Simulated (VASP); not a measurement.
# Ge (Ccce) in VASP: relaxation of cell and atoms with PBE

Aim: the relaxation of cell and atoms of Ge with PBE.

Everything below comes from runs of VASP 6.6.1. Logs are shortened: lines on timing, memory, paths and dates and some standing lists are left out, and cuts for length are marked.

### 1 The cell of the first run

It takes space group Ccce (No. 68, orthorhombic). The conventional cell has a = 5.987 Å, b = 6.385 Å, c = 9.612 Å, α = 90.00°, β = 90.00°, γ = 90.00°. Within 3.3 Å of Ge (site symmetry 1) lie 4 Ge at 2.52 to 2.61 Å.

The cell was generated, and may not be a known phase.

### 2 Relaxation of cell and atoms, PBE

Contents of INCAR:

```
SYSTEM = Ge
PREC = Accurate ; ENCUT = 500
EDIFF = 1E-7 ; ISMEAR = 0
SIGMA = 0.1 ; LREAL = .FALSE.
LASPH = .TRUE. ; NELM = 120
ALGO = Normal ; ISIF = 3
LWAVE = .FALSE. ; LCHARG = .FALSE.
GGA = PE ; IBRION = 2
NSW = 100 ; EDIFFG = -0.01
GGA_COMPAT = .FALSE. ; NELMIN = 4
KPAR = 4
```

Contents of KPOINTS:

```
regular mesh
0
G
  8 8 4
  0 0 0
```

Contents of POSCAR:

```
Ge
1.0
    2.9935514221     -3.1924897791      0.0000000000
    2.9935514221      3.1924897791      0.0000000000
    0.0000000000      0.0000000000      9.6117656526
Ge
8
Direct
    0.7650370879      0.6535285127      0.8729098937
    0.3464714873      0.2349629121      0.1270901063
    0.8464714873      0.7349629121      0.3729098937
    0.2650370879      0.1535285127      0.6270901063
    0.1535285127      0.2650370879      0.3729098937
    0.7349629121      0.8464714873      0.6270901063
    0.2349629121      0.3464714873      0.8729098937
    0.6535285127      0.7650370879      0.1270901063
```

Potentials or basis: VASP PAW PBE potentials, release 64 (Ge_d).

On the command line:

```console
$ cat potpaw_PBE.64/Ge_d/POTCAR > POTCAR
$ mpirun -np 4 vasp_std > vasp.out
```

OUTCAR:

```text
SYSTEM = Ge
   PREC = Accurate
   ENCUT = 500
   EDIFF = 1E-7
   ISMEAR = 0
   LREAL = .FALSE.
   LASPH = .TRUE.
   NELM = 120
   ISIF = 3
   GGA = PE
   IBRION = 2
   NSW = 100
   EDIFFG = -0.01
   NELMIN = 4

 ion  position               nearest neighbor table
   1  0.765  0.654  0.873-   6 2.52   7 2.53   8 2.54   7 2.61
   2  0.346  0.235  0.127-   5 2.52   8 2.53   7 2.54   8 2.61
   3  0.846  0.735  0.373-   8 2.52   5 2.53   6 2.54   5 2.61
   4  0.265  0.154  0.627-   7 2.52   6 2.53   5 2.54   6 2.61
   5  0.154  0.265  0.373-   2 2.52   3 2.53   4 2.54   3 2.61
   6  0.735  0.846  0.627-   1 2.52   4 2.53   3 2.54   4 2.61
   7  0.235  0.346  0.873-   4 2.52   1 2.53   2 2.54   1 2.61
   8  0.654  0.765  0.127-   3 2.52   2 2.53   1 2.54   2 2.61

  LATTYP: Found a base centered orthorhombic cell.
 ALAT       =     5.9871028442
 B/A-ratio  =     1.0664556338
 C/A-ratio  =     1.6054118165

  Lattice vectors:

 A1 = (   2.9935514221,  -3.1924897791,   0.0000000000)
 A2 = (   2.9935514221,   3.1924897791,   0.0000000000)
 A3 = (   0.0000000000,   0.0000000000,   9.6117656526)

Analysis of symmetry for initial positions (statically):
=====================================================================
 Subroutine PRICEL returns:
 Original cell was already a primitive cell.

 Routine SETGRP: Setting up the symmetry group for a
 base centered orthorhombic supercell.

 Subroutine GETGRP returns: Found  8 space group operations
 (whereof  4 operations were pure point group operations)
 out of a pool of  8 trial point group operations.

The static configuration has the point symmetry D_2 .
 The point group associated with its full space group is D_2h.

Analysis of symmetry for dynamics (positions and initial velocities):
=====================================================================
 Subroutine PRICEL returns:
 Original cell was already a primitive cell.

 Routine SETGRP: Setting up the symmetry group for a
 base centered orthorhombic supercell.

 Subroutine GETGRP returns: Found  8 space group operations
 (whereof  4 operations were pure point group operations)
 out of a pool of  8 trial point group operations.

The dynamic configuration has the point symmetry D_2 .
 The point group associated with its full space group is D_2h.

 Subroutine INISYM returns: Found  8 space group operations
 (whereof  4 operations are pure point group operations),
 and found     1 'primitive' translations

----------------------------------------------------------------------------------------

                                     Primitive cell

  volume of cell :     183.7170

  direct lattice vectors                    reciprocal lattice vectors
     2.993551422 -3.192489779  0.000000000     0.167025693 -0.156617573  0.000000000
     2.993551422  3.192489779  0.000000000     0.167025693  0.156617573  0.000000000
     0.000000000  0.000000000  9.611765653     0.000000000  0.000000000  0.104039157

  length of vectors
     4.376453028  4.376453028  9.611765653     0.228968657  0.228968657  0.104039157

  position of ions in fractional coordinates (direct lattice)
     0.765037088  0.653528513  0.872909894
     0.346471487  0.234962912  0.127090106
     0.846471487  0.734962912  0.372909894
     0.265037088  0.153528513  0.627090106
     0.153528513  0.265037088  0.372909894
     0.734962912  0.846471487  0.627090106
     0.234962912  0.346471487  0.872909894
     0.653528513  0.765037088  0.127090106

  ion indices of the primitive-cell ions
   primitive index   ion index
                 1           1
                 2           2
                 3           3
                 4           4
                 5           5
                 6           6
                 7           7
                 8           8

----------------------------------------------------------------------------------------

 KPOINTS: regular mesh

Automatic generation of k-mesh.
 Grid dimensions read from file:
 generate k-points for:    8    8    4

 Generating k-lattice:

  Cartesian coordinates                     Fractional coordinates (reciprocal lattice)
     0.020878212 -0.019577197  0.000000000     0.125000000  0.000000000  0.000000000
     0.020878212  0.019577197  0.000000000     0.000000000  0.125000000  0.000000000
     0.000000000  0.000000000  0.026009789     0.000000000  0.000000000  0.250000000

  Length of vectors
     0.028621082  0.028621082  0.026009789

  Shift w.r.t. Gamma in fractional coordinates (k-lattice)
     0.000000000  0.000000000  0.000000000

 Subroutine IBZKPT returns following result:
 ===========================================

 Found     63 irreducible k-points:

 Following reciprocal coordinates:
            Coordinates               Weight
  0.000000  0.000000  0.000000      1.000000
  0.125000  0.000000  0.000000      4.000000
  0.250000  0.000000  0.000000      4.000000
  0.375000  0.000000  0.000000      4.000000
  0.500000  0.000000  0.000000      2.000000
  0.125000  0.125000  0.000000      2.000000
[... 16 lines left out ...]
  0.125000  0.000000  0.250000      8.000000
  0.250000  0.000000  0.250000      8.000000
 [... further k-points ...]
   k-points           NKPTS =     63   k-points in BZ     NKDIM =     63   number of bands    NBANDS=     67
   number of dos      NEDOS =    301   number of ions     NIONS =      8
   total plane-waves  NPLWV =  71680
   dimension x,y,z NGX =    32 NGY =   32 NGZ =   70
   dimension x,y,z NGXF=    64 NGYF=   64 NGZF=  140
   ions per type =               8
   NGX,Y,Z   is equivalent  to a cutoff of  12.16, 12.16, 12.11 a.u.
   NGXF,Y,Z  is equivalent  to a cutoff of  24.31, 24.31, 24.21 a.u.
 SYSTEM =  Ge
   PREC   = accura    normal or accurate (medium, high low for compatibility)
   ISTART =      0    job   : 0-new  1-cont  2-samecut
   ICHARG =      2    charge: 1-file 2-atom 10-const
   ISPIN  =      1    spin polarized calculation?
   LNONCOLLINEAR =      F non collinear calculations
   LSORBIT =      F    spin-orbit coupling
   LASPH  =      T    aspherical Exc in radial PAW
   ENCUT  =  500.0 eV  36.75 Ry    6.06 a.u.   7.98  7.98 17.52*2*pi/ulx,y,z
   NELM   =    120;   NELMIN=  4; NELMDL= -5     # of ELM steps
   EDIFF  = 0.1E-06   stopping-criterion for ELM
   LREAL  =      F    real-space projection
   EDIFFG = -.1E-01   stopping-criterion for IOM
   NSW    =    100    number of steps for IOM
   IBRION =      2    ionic relax: 0-MD 1-quasi-New 2-CG
   NFREE  =      1    steps in history (QN), initial steepest desc. (CG)
   ISIF   =      3    stress and relaxation
   ISYM   =      2    0-nonsym 1-usesym 2-fastsym
   POTIM  = 0.5000    time-step for ionic-motion
   TEBEG  =    0.0;   TEEND  =   0.0 temperature during run
   PSTRESS=    0.0 pullay stress
   NELECT =     112.0000    total number of electrons
   NUPDOWN=      -1.0000    fix difference up-down
   EMIN   =  10.00;   EMAX   =-10.00  energy-range for DOS
   EFERMI =   0.00;   METHOD = LEGACY
   ISMEAR =     0;   SIGMA  =   0.10  broadening in eV -4-tet -1-fermi 0-gaus
   EFERMI_NEDOS =   21; number of points for ismear=-14 and -15
   IALGO  =     38    algorithm
   IMIX   =      4    mixing-type and parameters
     AMIX     =   0.40;   BMIX     =  1.00
     AMIX_MAG =   1.60;   BMIX_MAG =  1.00
  volume/ion in A,a.u.               =      22.96       154.97
  Fermi-wavevector in a.u.,A,eV,Ry     =   1.388133  2.623191 26.217241  1.926913
  Thomas-Fermi vector in A             =   2.512288
   LORBIT       =      0    0 simple, 1 ext, 2 COOP (PROOUT), +10 PAW based schemes
   GGA     = PE    functional components
   LHFCALC =     F    Hartree Fock is set to
   AEXX    =    0.0000 exact exchange contribution
   IVDW    =     0    specifies the selected vdW correction
   LEPSILON=     F    determine dielectric tensor
   LRPA    =     F    only Hartree local field effects (RPA)
 conjugate gradient relaxation of ions
 non-spin polarized calculation
 Gauss-broadening in eV      SIGMA  =   0.10
  energy-cutoff  :      500.00
  volume of cell :      183.72
 maximum number of plane-waves:      4688
   NGX = 15   NGY = 15   NGZ = 35

--------------------------------------- Ionic step        1  -------------------------------------------

 number of electron     111.9999987 magnetization

 Free energy of the ion-electron system (eV)
  ---------------------------------------------------
  ext. energy  EPLUGINS =         0.00000000
  ---------------------------------------------------
  free energy    TOTEN  =       -33.70563793 eV

  energy without entropy =      -33.69074292  energy(sigma->0) =      -33.69819043

------------------------ aborting loop because EDIFF is reached ----------------------------------------

  FORCE on cell =-STRESS in cart. coord.  units (eV):
  Direction    XX          YY          ZZ          XY          YZ          ZX
  --------------------------------------------------------------------------------------
  -------------------------------------------------------------------------------------
  Total       -1.3243255      0.0372189      1.2356044      0.0000000      0.0000000      0.0000000
  in kB      -11.5493066      0.3245823     10.7755793      0.0000000      0.0000000      0.0000000
  external PRESSURE =      -0.1497150 kB  Pullay stress =       0.0000000 kB
[... 107 lines left out ...]
  FREE ENERGIE OF THE ION-ELECTRON SYSTEM (eV)
  ---------------------------------------------------
  free  energy   TOTEN  =       -33.7222357918 eV

  energy  without entropy=      -33.7062257855  energy(sigma->0) =      -33.71423079

[... ionic steps 4 to 33 ...]

--------------------------------------- Ionic step       34  -------------------------------------------

 number of electron     112.0000070 magnetization

------------------------ aborting loop because EDIFF is reached ----------------------------------------
[... 79 lines left out ...]
--------------------------------------- Ionic step       36  -------------------------------------------

 number of electron     112.0000076 magnetization

 Free energy of the ion-electron system (eV)
  ---------------------------------------------------
  ext. energy  EPLUGINS =         0.00000000
  ---------------------------------------------------
  free energy    TOTEN  =       -34.35502686 eV

  energy without entropy =      -34.33780805  energy(sigma->0) =      -34.34641745

 E-fermi :   5.1785     XC(G=0): -10.4488

 val. band max:        5.1660001403   @ k =  -0.3750   0.1250   0.2500
 cond. band min:       5.1803531696   @ k =   0.0000   0.0000   0.2500
 fundamental gap:      0.0143530292
 Fermi energy:         5.1785447860

 k-point     1 :       0.0000    0.0000    0.0000
  band No.  band energies     occupation
      1     -19.4090      2.00000
      2     -19.3695      2.00000
      3     -19.3693      2.00000
      4     -19.3469      2.00000
      5     -19.3443      2.00000
      6     -19.3443      2.00000
[... 1669 lines left out ...]
     66      10.2107      0.00000
     67      10.3014      0.00000

 [... further k-points ...]

------------------------ aborting loop because EDIFF is reached ----------------------------------------

  FORCE on cell =-STRESS in cart. coord.  units (eV):
  Direction    XX          YY          ZZ          XY          YZ          ZX
  --------------------------------------------------------------------------------------
  -------------------------------------------------------------------------------------
  Total        0.0385636     -0.0229222      0.0080779      0.0000000      0.0000000      0.0000000
  in kB        0.3617921     -0.2150491      0.0757841      0.0000000      0.0000000      0.0000000
  external PRESSURE =       0.0741757 kB  Pullay stress =       0.0000000 kB
[... 23 lines left out ...]
  FREE ENERGIE OF THE ION-ELECTRON SYSTEM (eV)
  ---------------------------------------------------
  free  energy   TOTEN  =       -34.3550268553 eV

  energy  without entropy=      -34.3378080526  energy(sigma->0) =      -34.34641745

 reached required accuracy - stopping structural energy minimisation
```

It took 32 min on 4 MPI ranks of Intel Xeon 6975P-C (Granite Rapids), shared host; peak memory 0.6 GiB.

What came out:

```yaml
Free_energy: -34.3550 eV
Relaxed_volume: 21.35 Å³/atom
Relaxed_cell: a = 4.174 Å, b = 4.174 Å, c = 10.113 Å, α = 90.00°, β = 90.00°, γ = 104.23°
Space_group_after_relaxing_to_0.1_Å: I4/mmm (No. 139)
Energy_gained_by_relaxing: 81.2 meV/atom
Ionic_steps: 36
Pressure_after_relaxing: 0.0 GPa
Largest_force_after_relaxing: 0.006 eV/Å
Band_gap_on_the_k_mesh: zero (bands 56 and 57 overlap by 3.15 eV)
```

Forces on the atoms (eV/Å):
```
Ge  -0.002  0.003 -0.004
Ge   0.002  0.003  0.004
Ge   0.002  0.003 -0.004
Ge  -0.002  0.003  0.004
Ge  -0.002 -0.003 -0.004
Ge   0.002 -0.003  0.004
Ge   0.002 -0.003 -0.004
Ge  -0.002 -0.003  0.004
```

The path:
```tsv
step	energy change (eV)	largest force (eV/Å)	pressure (GPa)	volume (Å³)
1	0.0000	0.1131	-0.01	183.72
2	-0.0154	0.1197	-0.25	183.65
3	-0.0166	0.1466	-0.29	183.62
4	-0.0307	0.1572	-0.16	182.39
5	-0.0579	0.2488	0.46	178.66
6	-0.0998	0.6779	2.11	171.09
7	0.3493	1.3984	9.61	155.45
8	-0.0679	0.8626	2.89	169.13
9	-0.0568	1.0685	4.50	164.63
10	-0.0715	0.9755	3.69	166.73
11	-0.0723	0.9768	3.69	166.68
12	-0.0746	0.9813	3.73	166.54
13	-0.0789	0.9903	3.84	166.24
14	-0.0863	1.0089	3.99	165.65
15	-0.0957	1.0487	4.37	164.47
16	-0.0880	1.1214	5.33	162.08
17	-0.0963	1.0799	4.66	163.68
18	-0.1114	1.0688	4.61	163.68
19	-0.1554	1.0336	4.45	163.69
20	-0.2345	0.9508	4.18	163.69
21	-0.3494	0.7770	3.87	163.68
22	-0.3917	0.5934	3.90	163.54
23	-0.4077	0.6014	3.77	163.61
24	-0.4621	0.5345	3.22	164.69
25	-0.5717	0.3773	1.51	167.94
26	-0.5860	0.3227	-1.10	174.50
27	-0.6103	0.2970	-0.09	171.69
28	-0.6104	0.2978	-0.02	171.51
29	-0.6174	0.2691	-0.03	171.50
30	-0.6341	0.1818	-0.11	171.48
31	-0.6470	0.0535	-0.17	171.42
32	-0.6488	0.0248	-0.05	171.08
33	-0.6490	0.0290	-0.03	170.96
34	-0.6490	0.0300	-0.01	170.95
35	-0.6492	0.0213	-0.01	170.90
36	-0.6494	0.0056	0.01	170.78
```

Final structure:
```cif
data_structure
_symmetry_space_group_name_H-M 'P 1'
_symmetry_Int_Tables_number 1
_cell_length_a 4.1738
_cell_length_b 4.1738
_cell_length_c 10.1132
_cell_angle_alpha 90.000
_cell_angle_beta 90.000
_cell_angle_gamma 104.226
_cell_volume 170.78
loop_
_atom_site_label
_atom_site_type_symbol
_atom_site_fract_x
_atom_site_fract_y
_atom_site_fract_z
_atom_site_occupancy
Ge1 Ge 0.80862 0.69149 0.87503 1
Ge2 Ge 0.30851 0.19138 0.12497 1
Ge3 Ge 0.80851 0.69138 0.37503 1
Ge4 Ge 0.30862 0.19149 0.62497 1
Ge5 Ge 0.19149 0.30862 0.37503 1
Ge6 Ge 0.69138 0.80851 0.62497 1
Ge7 Ge 0.19138 0.30851 0.87503 1
Ge8 Ge 0.69149 0.80862 0.12497 1
```
